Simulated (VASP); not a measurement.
# MgSi11O24 (a cell with a defect) in VASP: single point with PBEsol

Aim: the single point of MgSi11O24 (a cell with a defect) with PBEsol.

Everything below comes from runs of VASP 6.6.1. Logs are shortened: lines on timing, memory, paths and dates and some standing lists are left out, and cuts for length are marked.

**1. The cell of the first run**

The cell holds a defect, 72 atoms: a = 8.389 Å, b = 8.389 Å, c = 8.036 Å, α = 90.00°, β = 90.00°, γ = 90.00°.

**2. Single point, PBEsol**

INCAR

```
SYSTEM = MgSi11O24
ALGO = Normal
EDIFF = 1E-6
ENCUT = 520
GGA = PS
GGA_COMPAT = .FALSE.
ISIF = 2
ISMEAR = -1
ISYM = -1
LASPH = .TRUE.
LCHARG = .TRUE.
LELF = .TRUE.
LREAL = Auto
LVHAR = .TRUE.
LWAVE = .FALSE.
NBANDS = 232
NELM = 120
PREC = Accurate
SIGMA = 0.05
```

KPOINTS

```
explicit points
1
Reciprocal
  0.25000000   0.25000000   0.25000000 1
```

POSCAR

```
MgSi11O24
1.0
    8.3886930000      0.0000000000      0.0000000000
    0.0000000000      8.3886930000      0.0000000000
    0.0000000000      0.0000000000      8.0356430000
Si Mg O
22 2 48
Direct
    0.9996170000      0.9994910000      0.9981270000
    0.9998050000      0.9996490000      0.3348650000
    0.9996690000      0.9995210000      0.6665030000
    0.9998440000      0.4997660000      0.9996480000
    0.9996850000      0.4993360000      0.3333650000
    0.9997070000      0.4995070000      0.6664890000
    0.4999050000      0.9996110000      0.9996400000
    0.4995270000      0.9995440000      0.3333570000
    0.4996680000      0.9995160000      0.6665100000
    0.4997140000      0.4995350000      0.6664940000
    0.2461320000      0.2460240000      0.1664770000
    0.2486650000      0.2485730000      0.4981390000
    0.2484910000      0.2482860000      0.8348780000
    0.2455110000      0.7537600000      0.1664790000
    0.2522570000      0.7471290000      0.5020110000
    0.2521160000      0.7470200000      0.8309840000
    0.7539340000      0.2453370000      0.1665130000
    0.7472670000      0.2520800000      0.5020080000
    0.7471750000      0.2519550000      0.8309820000
    0.7533220000      0.7531080000      0.1665220000
    0.7509690000      0.7507800000      0.4981150000
    0.7507250000      0.7505380000      0.8348700000
    0.4997740000      0.4995150000      0.0018430000
    0.4997350000      0.4996270000      0.3311170000
    0.1470660000      0.1470160000      0.9990680000
    0.1471510000      0.1470610000      0.3335830000
    0.1519710000      0.1518160000      0.6662870000
    0.1480870000      0.6551950000      0.9971950000
    0.1483920000      0.6549200000      0.3356350000
    0.1455870000      0.6559190000      0.6664180000
    0.6554350000      0.1478270000      0.9972130000
    0.6551460000      0.1480980000      0.3356470000
    0.6560780000      0.1453930000      0.6664170000
    0.6629110000      0.6627320000      0.0019160000
    0.6630330000      0.6629890000      0.3314670000
    0.6542710000      0.6541070000      0.6664170000
    0.3364240000      0.3361240000      0.0015130000
    0.3365370000      0.3363950000      0.3311070000
    0.3451500000      0.3449530000      0.6665820000
    0.3442590000      0.8510400000      0.9973570000
    0.3440350000      0.8512820000      0.3357870000
    0.3432880000      0.8536680000      0.6665790000
    0.8511040000      0.3441820000      0.9973640000
    0.8513620000      0.3439070000      0.3358130000
    0.8538050000      0.3431360000      0.6665670000
    0.8522880000      0.8520590000      0.9993950000
    0.8523690000      0.8521120000      0.3339520000
    0.8474250000      0.8472550000      0.6667180000
    0.0937470000      0.4011530000      0.1664080000
    0.0969560000      0.4028230000      0.5002950000
    0.0967640000      0.4028140000      0.8327080000
    0.0968100000      0.9024620000      0.1665000000
    0.0972600000      0.9019210000      0.5011900000
    0.0973260000      0.9020120000      0.8318020000
    0.6152950000      0.3840380000      0.1665190000
    0.6032930000      0.3952800000      0.5135450000
    0.6039540000      0.3959070000      0.8194100000
    0.5981340000      0.9056060000      0.1665910000
    0.5963900000      0.9025120000      0.5002910000
    0.5964150000      0.9022860000      0.8327200000
    0.4013310000      0.0936020000      0.1664130000
    0.4029800000      0.0968110000      0.5002880000
    0.4029950000      0.0965720000      0.8327110000
    0.3842530000      0.6151600000      0.1664580000
    0.3954580000      0.6031500000      0.5135860000
    0.3960940000      0.6037860000      0.8194330000
    0.9026250000      0.0966370000      0.1665030000
    0.9020660000      0.0970840000      0.5011940000
    0.9021480000      0.0971920000      0.8317970000
    0.9057820000      0.5979610000      0.1666010000
    0.9026880000      0.5962520000      0.5002790000
    0.9024900000      0.5962270000      0.8327130000
```

Potentials or basis: VASP PAW PBE potentials, release 64 (Si, Mg, O).

Command:

```sh
> cat potpaw_PBE.64/Si/POTCAR potpaw_PBE.64/Mg/POTCAR potpaw_PBE.64/O/POTCAR > POTCAR
> mpirun -np 1 vasp_std > vasp.out
```

OUTCAR:

```text
SYSTEM = MgSi11O24
   EDIFF = 1E-6
   ENCUT = 520
   GGA = PS
   ISIF = 2
   ISMEAR = -1
   ISYM = -1
   LASPH = .TRUE.
   LREAL = Auto
   NELM = 120
   PREC = Accurate

 ion  position               nearest neighbor table
   1  1.000  0.999  0.998-  46 1.75  25 1.75  69 1.77  54 1.77  67 1.78  52 1.78   3 2.66   2 2.71

   2  1.000  1.000  0.335-  26 1.75  47 1.75  68 1.77  53 1.77  67 1.78  52 1.78   3 2.66   1 2.71

   3  1.000  1.000  0.667-  54 1.76  68 1.76  69 1.76  53 1.76  48 1.81  27 1.81   1 2.66   2 2.66

   4  1.000  0.500  1.000-  49 1.76  70 1.76  72 1.77  51 1.77  28 1.80  43 1.81   6 2.68   5 2.68

   5  1.000  0.499  0.333-  70 1.76  49 1.76  50 1.77  71 1.77  44 1.80  29 1.81   6 2.68   4 2.68

   6  1.000  0.500  0.666-  71 1.76  51 1.76  50 1.76  72 1.76  45 1.79  30 1.79   5 2.68   4 2.68

   7  0.500  1.000  1.000-  58 1.76  61 1.76  60 1.77  63 1.77  31 1.80  40 1.81   9 2.68   8 2.68

   8  0.500  1.000  0.333-  61 1.76  58 1.76  62 1.77  59 1.77  41 1.80  32 1.80   9 2.68   7 2.68

   9  0.500  1.000  0.667-  63 1.76  59 1.76  60 1.76  62 1.76  42 1.79  33 1.79   7 2.68   8 2.68

  10  0.500  0.500  0.666-  65 1.74  57 1.74  56 1.74  66 1.74  36 1.83  39 1.83  23 2.69  24 2.69

  11  0.246  0.246  0.166-  38 1.70  37 1.70  26 1.78  25 1.79  49 1.82  61 1.82  13 2.66  12 2.67
                            23 3.29  24 3.29
  12  0.249  0.249  0.498-  38 1.70  39 1.77  27 1.77  26 1.79  50 1.82  62 1.82  11 2.67  13 2.71
                            24 3.27
  13  0.248  0.248  0.835-  37 1.70  39 1.77  27 1.77  25 1.79  63 1.82  51 1.82  11 2.66  12 2.71
                            23 3.27
  14  0.246  0.754  0.166-  64 1.65  52 1.76  29 1.79  40 1.79  28 1.79  41 1.79  16 2.70  15 2.70
                            24 3.29  23 3.29
  15  0.252  0.747  0.502-  65 1.71  42 1.77  30 1.77  41 1.77  29 1.77  53 1.84  16 2.64  14 2.70
                            24 3.24
  16  0.252  0.747  0.831-  66 1.71  42 1.77  30 1.77  28 1.77  40 1.77  54 1.84  15 2.64  14 2.70
                            23 3.24
  17  0.754  0.245  0.167-  55 1.65  67 1.76  32 1.79  43 1.79  44 1.79  31 1.79  18 2.70  19 2.70
                            23 3.29  24 3.29
  18  0.747  0.252  0.502-  56 1.71  45 1.77  33 1.77  44 1.77  32 1.77  68 1.84  19 2.64  17 2.70
                            24 3.24
  19  0.747  0.252  0.831-  57 1.71  45 1.77  33 1.77  31 1.77  43 1.77  69 1.84  18 2.64  17 2.70
                            23 3.24
  20  0.753  0.753  0.167-  34 1.70  35 1.70  46 1.78  47 1.79  70 1.82  58 1.83  21 2.66  22 2.67
                            24 3.29  23 3.29
  21  0.751  0.751  0.498-  35 1.70  36 1.77  48 1.77  47 1.79  71 1.82  59 1.82  20 2.66  22 2.71
                            24 3.27
  22  0.751  0.751  0.835-  34 1.70  36 1.77  48 1.77  46 1.79  60 1.82  72 1.82  20 2.67  21 2.71
                            23 3.27
  23  0.500  0.500  0.002-  55 1.90  64 1.91  57 1.92  66 1.92  34 1.94  37 1.94  24 2.65  10 2.69
                            19 3.24  16 3.24  22 3.27  13 3.27  11 3.29  20 3.29  17 3.29  14 3.29
  24  0.500  0.500  0.331-  64 1.90  55 1.91  65 1.92  56 1.92  38 1.94  35 1.94  23 2.65  10 2.69
                            15 3.24  18 3.24  12 3.27  21 3.27  20 3.29  11 3.29  14 3.29  17 3.29
  25  0.147  0.147  0.999-   1 1.75  13 1.79  11 1.79
  26  0.147  0.147  0.334-   2 1.75  11 1.78  12 1.79
  27  0.152  0.152  0.666-  12 1.77  13 1.77   3 1.81
  28  0.148  0.655  0.997-  16 1.77  14 1.79   4 1.80
  29  0.148  0.655  0.336-  15 1.77  14 1.79   5 1.81
  30  0.146  0.656  0.666-  16 1.77  15 1.77   6 1.79
[... 40 lines left out ...]
  71  0.903  0.596  0.500-   6 1.76   5 1.77  21 1.82
  72  0.902  0.596  0.833-   6 1.76   4 1.77  22 1.82

IMPORTANT INFORMATION: All symmetrisations will be switched off!
NOSYMM: (Re-)initialisation of all symmetry stuff for point group C_1.

----------------------------------------------------------------------------------------

                                     Primitive cell

  volume of cell :     565.4696

  direct lattice vectors                    reciprocal lattice vectors
     8.388693000  0.000000000  0.000000000     0.119208082  0.000000000  0.000000000
     0.000000000  8.388693000  0.000000000     0.000000000  0.119208082  0.000000000
     0.000000000  0.000000000  8.035643000     0.000000000  0.000000000  0.124445548

  length of vectors
     8.388693000  8.388693000  8.035643000     0.119208082  0.119208082  0.124445548

  position of ions in fractional coordinates (direct lattice)
     0.999617000  0.999491000  0.998127000
     0.999805000  0.999649000  0.334865000
     0.999669000  0.999521000  0.666503000
     0.999844000  0.499766000  0.999648000
     0.999685000  0.499336000  0.333365000
     0.999707000  0.499507000  0.666489000
[... 64 lines left out ...]
     0.902688000  0.596252000  0.500279000
     0.902490000  0.596227000  0.832713000

  ion indices of the primitive-cell ions
   primitive index   ion index
                 1           1
                 2           2
                 3           3
                 4           4
                 5           5
                 6           6
[... 64 lines left out ...]
                71          71
                72          72

----------------------------------------------------------------------------------------

 KPOINTS: explicit points

Read explicit list of k-points.

 Found      1 k-points:

 Following reciprocal coordinates:
            Coordinates               Weight
  0.250000  0.250000  0.250000      1.000000
   k-points           NKPTS =      1   k-points in BZ     NKDIM =      1   number of bands    NBANDS=    232
   number of dos      NEDOS =    301   number of ions     NIONS =     72
   total plane-waves  NPLWV = 245760
   dimension x,y,z NGX =    64 NGY =   64 NGZ =   60
   dimension x,y,z NGXF=   128 NGYF=  128 NGZF=  120
   ions per type =              22   2  48
   NGX,Y,Z   is equivalent  to a cutoff of  12.68, 12.68, 12.41 a.u.
   NGXF,Y,Z  is equivalent  to a cutoff of  25.37, 25.37, 24.83 a.u.
 SYSTEM =  MgSi11O24
   PREC   = accura    normal or accurate (medium, high low for compatibility)
   ISTART =      0    job   : 0-new  1-cont  2-samecut
   ICHARG =      2    charge: 1-file 2-atom 10-const
   ISPIN  =      1    spin polarized calculation?
   LNONCOLLINEAR =      F non collinear calculations
   LSORBIT =      F    spin-orbit coupling
   LASPH  =      T    aspherical Exc in radial PAW
   ENCUT  =  520.0 eV  38.22 Ry    6.18 a.u.  15.60 15.60 14.94*2*pi/ulx,y,z
   NELM   =    120;   NELMIN=  2; NELMDL= -5     # of ELM steps
   EDIFF  = 0.1E-05   stopping-criterion for ELM
   LREAL  =      T    real-space projection
   EDIFFG = 0.1E-04   stopping-criterion for IOM
   NSW    =      0    number of steps for IOM
   IBRION =     -1    ionic relax: 0-MD 1-quasi-New 2-CG
   NFREE  =      0    steps in history (QN), initial steepest desc. (CG)
   ISIF   =      2    stress and relaxation
   ISYM   =     -1    0-nonsym 1-usesym 2-fastsym
   POTIM  = 0.5000    time-step for ionic-motion
   TEBEG  =    0.0;   TEEND  =   0.0 temperature during run
   PSTRESS=    0.0 pullay stress
   NELECT =     380.0000    total number of electrons
   NUPDOWN=      -1.0000    fix difference up-down
   EMIN   =  10.00;   EMAX   =-10.00  energy-range for DOS
   EFERMI =   0.00;   METHOD = LEGACY
   ISMEAR =    -1;   SIGMA  =   0.05  broadening in eV -4-tet -1-fermi 0-gaus
   EFERMI_NEDOS =   21; number of points for ismear=-14 and -15
   IALGO  =     38    algorithm
   IMIX   =      4    mixing-type and parameters
     AMIX     =   0.40;   BMIX     =  1.00
     AMIX_MAG =   1.60;   BMIX_MAG =  1.00
  volume/ion in A,a.u.               =       7.85        53.00
  Fermi-wavevector in a.u.,A,eV,Ry     =   1.433947  2.709766 27.976335  2.056203
  Thomas-Fermi vector in A             =   2.553409
   LORBIT       =      0    0 simple, 1 ext, 2 COOP (PROOUT), +10 PAW based schemes
   GGA     = PS    functional components
   LHFCALC =     F    Hartree Fock is set to
   AEXX    =    0.0000 exact exchange contribution
   IVDW    =     0    specifies the selected vdW correction
   LEPSILON=     F    determine dielectric tensor
   LRPA    =     F    only Hartree local field effects (RPA)
 non-spin polarized calculation
  energy-cutoff  :      520.00
  volume of cell :      565.47
 maximum number of plane-waves:     15222
 NGX is ok and might be reduce to    64
   NGX = 31   NGY = 31   NGZ = 29

 number of electron     379.9999900 magnetization

 Free energy of the ion-electron system (eV)
  ---------------------------------------------------
  ext. energy  EPLUGINS =         0.00000000
  ---------------------------------------------------
  free energy    TOTEN  =      -568.75346947 eV

  energy without entropy =     -568.58621095  energy(sigma->0) =     -568.66984021

 E-fermi :   6.9875     XC(G=0): -12.4192

 val. band max:        6.9474999097   @ k =   0.2500   0.2500   0.2500
 cond. band min:       7.0085868599   @ k =   0.2500   0.2500   0.2500
 fundamental gap:      0.0610869502
 Fermi energy:         6.9875311444

 k-point     1 :       0.2500    0.2500    0.2500
  band No.  band energies     occupation
      1     -14.6685      2.00000
      2     -14.1335      2.00000
      3     -13.9961      2.00000
      4     -13.8934      2.00000
      5     -13.4894      2.00000
      6     -13.3822      2.00000
[... 194 lines left out ...]
    201      15.5335      0.00000
    202      15.6466      0.00000
 [bands above 202 left out]

------------------------ aborting loop because EDIFF is reached ----------------------------------------

  FORCE on cell =-STRESS in cart. coord.  units (eV):
  Direction    XX          YY          ZZ          XY          YZ          ZX
  --------------------------------------------------------------------------------------
  -------------------------------------------------------------------------------------
  Total       28.5115982     28.5082920     33.6140098      5.6217295      1.1551625      1.1616884
  in kB       80.7835453     80.7741775     95.2405006     15.9283683      3.2729881      3.2914784
  external PRESSURE =      85.5994078 kB  Pullay stress =       0.0000000 kB

 VOLUME and BASIS-vectors are now :
 -----------------------------------------------------------------------------
  energy-cutoff  :      520.00
  volume of cell :      565.47
      direct lattice vectors                 reciprocal lattice vectors
     8.388693000  0.000000000  0.000000000     0.119208082  0.000000000  0.000000000
     0.000000000  8.388693000  0.000000000     0.000000000  0.119208082  0.000000000
     0.000000000  0.000000000  8.035643000     0.000000000  0.000000000  0.124445548

 POSITION                                       TOTAL-FORCE (eV/Angst)
 -----------------------------------------------------------------------------------
      8.38548      8.38442      8.02059        -0.000138     -0.005275      0.018926
      8.38706      8.38575      2.69086         0.004711      0.000167     -0.017461
      8.38592      8.38467      5.35578         0.005582      0.004209     -0.003468
      8.38738      4.19238      8.03281        -0.024944     -0.021083      0.000050
      8.38605      4.18878      2.67880         0.012845      0.020680     -0.005902
      8.38624      4.19021      5.35567        -0.001414      0.004128      0.004813
[... 64 lines left out ...]
      7.57237      5.00177      4.02006        -0.053372      0.034687      0.001835
      7.57071      5.00157      6.69138        -0.046216      0.041917      0.000347
 -----------------------------------------------------------------------------------
    total drift:                                0.021290      0.025456     -0.001084

  FREE ENERGIE OF THE ION-ELECTRON SYSTEM (eV)
  ---------------------------------------------------
  free  energy   TOTEN  =      -568.7534694684 eV

  energy  without entropy=     -568.5862109483  energy(sigma->0) =     -568.66984021
```

It took 11 min on 1 thread of Intel Xeon 8259CL, shared host; peak memory 0.58 GiB.

Results:

```
Free energy   : -568.7535 eV
Pressure      : 8.6 GPa
Largest force : 0.159 eV/Å
```

Forces in eV/Å, atoms in the order of the input:
```
Si   0.000 -0.005  0.019
Si   0.005  0.000 -0.017
Si   0.006  0.004 -0.003
Si  -0.025 -0.021  0.000
Si   0.013  0.021 -0.006
Si  -0.001  0.004  0.005
Si  -0.015 -0.015  0.009
Si   0.014  0.011 -0.003
Si   0.004  0.003 -0.006
Si  -0.003  0.000 -0.001
Si  -0.065 -0.075  0.012
Si  -0.046 -0.059  0.019
Si  -0.058 -0.056 -0.053
Si  -0.071  0.082  0.005
Si  -0.059  0.037 -0.050
Si  -0.032  0.057  0.045
Si   0.076 -0.075 -0.005
Si   0.034 -0.061 -0.045
Si   0.057 -0.036  0.049
Si   0.066  0.075 -0.009
Si   0.051  0.058  0.052
Si   0.052  0.053 -0.019
Mg  -0.003  0.005  0.007
Mg  -0.005 -0.010 -0.006
O    0.006 -0.002  0.002
O    0.007  0.003  0.008
O    0.008  0.009  0.004
O   -0.042 -0.038 -0.003
O   -0.052 -0.024  0.006
O   -0.039 -0.030 -0.003
O   -0.045 -0.033 -0.006
O   -0.024 -0.038  0.006
O   -0.030 -0.037 -0.003
O   -0.073 -0.074 -0.011
O   -0.089 -0.100  0.004
O   -0.033 -0.035  0.010
O    0.092  0.103 -0.002
O    0.072  0.074  0.013
O    0.037  0.042 -0.007
O    0.027  0.036 -0.008
O    0.037  0.033  0.006
O    0.035  0.036  0.003
O    0.048  0.021 -0.006
O    0.044  0.035  0.003
O    0.039  0.033  0.003
O   -0.010 -0.006 -0.006
O   -0.007 -0.002 -0.005
O   -0.008 -0.008 -0.005
O    0.054 -0.042 -0.001
O    0.044 -0.035 -0.003
O    0.055 -0.031 -0.001
O   -0.006  0.010 -0.001
O    0.001  0.003  0.003
O   -0.002 -0.001  0.000
O   -0.113  0.108  0.001
O   -0.058  0.069  0.016
O   -0.067  0.060 -0.016
O    0.040 -0.061  0.001
O    0.039 -0.054  0.003
O    0.038 -0.044  0.001
O   -0.042  0.054 -0.003
O   -0.037  0.045 -0.002
O   -0.034  0.056 -0.001
O    0.111 -0.114 -0.002
O    0.069 -0.058  0.014
O    0.061 -0.067 -0.014
O    0.006 -0.003  0.002
O    0.004  0.002  0.002
O    0.000 -0.005  0.000
O   -0.060  0.039  0.002
O   -0.053  0.035  0.002
O   -0.046  0.042  0.000
```

Levels at points of the mesh, in eV from the Fermi level:
```csv
k point,band 188,band 189,band 190,band 191,band 192,band 193
"(0.25, 0.25, 0.25)",-0.21,-0.14,-0.04,0.02,0.41,6.95
```

Caveat: the PAW data sets were made with another functional, which shifts forces and pressure a little.
